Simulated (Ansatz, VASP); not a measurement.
**One calculation of BaTe, two programs**

The input INCAR:

```
ALGO = Normal
EDIFF = 1E-7
ENCUT = 520
GGA = PS
ISIF = 2
ISMEAR = 0
LASPH = True
LCHARG = False
LREAL = False
LWAVE = False
NBANDS = 15
NELM = 60
PREC = Accurate
SIGMA = 0.02
```

KPOINTS

```
k-points
0
Gamma
  6 6 6
```

Contents of POSCAR:

```
BaTe
1.0
    4.3404265031      0.0000000000      0.0000000000
    0.0000000000      4.3404265031      0.0000000000
    0.0000000000      0.0000000000      4.3404265031
Ba Te
1 1
Direct
    0.0000000000      0.0000000000      0.0000000000
    0.5000000000      0.5000000000      0.5000000000
```

Input for Ansatz:

```yaml
crystal:
  lattice:
    - [4.3404265031, 0.0, 0.0]
    - [0.0, 4.3404265031, 0.0]
    - [0.0, 0.0, 4.3404265031]
  atoms:
    - { symbol: Ba, position: [0.0, 0.0, 0.0] }
    - { symbol: Te, position: [0.5, 0.5, 0.5] }
basis:
  ecutwfc: 420
kpoints:
  mp_grid: { grid: [6, 6, 6] }
hamiltonian:
  xc: pbesol
scf:
  occupations: { method: gaussian, width: 0.02 }
output:
  forces: true
  stress: true
  eigenvalues: true
```

Alike in both runs: task single point; functional PBEsol; k mesh 6 × 6 × 6; occupations gaussian, width 0.02 eV; no spin polarisation.

```csv
,VASP,Ansatz
version,VASP 6.6.1,Ansatz 0.2.0
potentials or method,"VASP PAW PBE potentials, release 64 (Ba_sv, Te), cutoff 520 eV","scalar-relativistic, plane waves, PAW"
valence electrons in the cell,16,26
```

Ansatz gave:

```
gap on the k mesh at the Fermi level (eV) : 0.91
least direct gap on the mesh (eV)         : 1.02
pressure (GPa)                            : -3.5
```

**Question.** Which values does VASP return?

**Answer.** gap on the k mesh at the Fermi level (eV): 0.83; least direct gap on the mesh (eV): 0.93; pressure (GPa): -3.1.

VASP's potentials were made for PBE, not for PBEsol. VASP's potentials hold 16 valence electrons a cell and Ansatz's 26, so a difference there can come from the potentials and not from the codes.

Neither program's run includes spin-orbit coupling.
